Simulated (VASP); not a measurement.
Wanted: the native input for a VASP 6.6.1 run.

```yaml
Task: single point
Functional: LDA
Potentials_or_basis: VASP PAW LDA potentials, release 64 (Au, Zn)
Cutoff: 520 eV
k_mesh: 8 × 8 × 8
Occupations: gaussian, width 0.05 eV
Spin: no spin polarisation
Dipole_correction: no
Further_INCAR_settings: ALGO = Normal; EDIFF = 1e-06; NBANDS = 18
```

The structure of ZnAu lies in POSCAR:

```
ZnAu
1.0
    3.1470000000      0.0000000000      0.0000000000
    0.0000000000      3.1470000000      0.0000000000
    0.0000000000      0.0000000000      3.1470000000
Au Zn
1 1
Direct
    0.0000000000      0.0000000000      0.0000000000
    0.5000000000      0.5000000000      0.5000000000
```

These files were run (other wordings do the same):

INCAR

```
SYSTEM = ZnAu
PREC = Accurate
ENCUT = 520
EDIFF = 1E-6
ISMEAR = 0
SIGMA = 0.05
LREAL = .False.
LASPH = .True.
NELM = 60
ALGO = Normal
ISIF = 2
LWAVE = .False.
LCHARG = .False.
GGA = CA
NBANDS = 18
```

KPOINTS

```
Automatic mesh
0
Gamma
  8 8 8
  0 0 0
```

Potentials or basis: VASP PAW LDA potentials, release 64 (Au, Zn).

The run is started by

```console
$ cat potpaw_LDA.64/Au/POTCAR potpaw_LDA.64/Zn/POTCAR > POTCAR
$ mpirun -np 1 vasp_std > vasp.out
```

Results of the run:

```
Pressure : -6.0 GPa
```

Wall time 12 s on 1 thread of Intel(R) Xeon(R) Platinum 8259CL CPU @ 2.50GHz (Skylake/Cascade Lake) (shared host), peak memory 0.14 GiB.
